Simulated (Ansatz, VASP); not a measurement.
**Ge in VASP and in Ansatz**

```
Ge
1.0
     0.00000    0.00000   -2.64273
     2.76521    0.00000    0.00000
     0.00000   -5.03900    0.00000
Ge
2
Direct
  0.95270 0.50000 0.00000
  0.04730 0.00000 0.50000
```

Change from the starting cell: mode 5 (55.6 1/cm) frozen in, largest displacement +0.125 Å.

Alike in both runs: task single point; functional PBEsol; k mesh 22 × 22 × 12; occupations gaussian, width 0.15 eV; no spin polarisation.

|  | VASP | Ansatz |
| --- | --- | --- |
| version | VASP 6.6.1 | Ansatz 0.2.0 |
| potentials or method | VASP PAW PBE potentials, release 64 (Ge_d), cutoff 520 eV | scalar-relativistic, plane waves, PAW |
| valence electrons in the cell | 28 | 28 |

Ansatz gave:

- gap on the k mesh at the Fermi level (eV): none
- pressure (GPa): 0.0
- traceless stress, the component that is largest in VASP (GPa): 1.07
- rms of the force components (eV/Å): 0.060

Task: What did VASP give for the same quantities?

Result: gap on the k mesh at the Fermi level (eV): none; pressure (GPa): 0.0; traceless stress, the component that is largest in VASP (GPa): 1.09; rms of the force components (eV/Å): 0.060.

VASP's potentials were made for PBE, not for PBEsol. Atom by atom the forces differ by 0.001 eV/Å (rms over components). A gap of «none» marks a metal or a gap that the smearing closes.
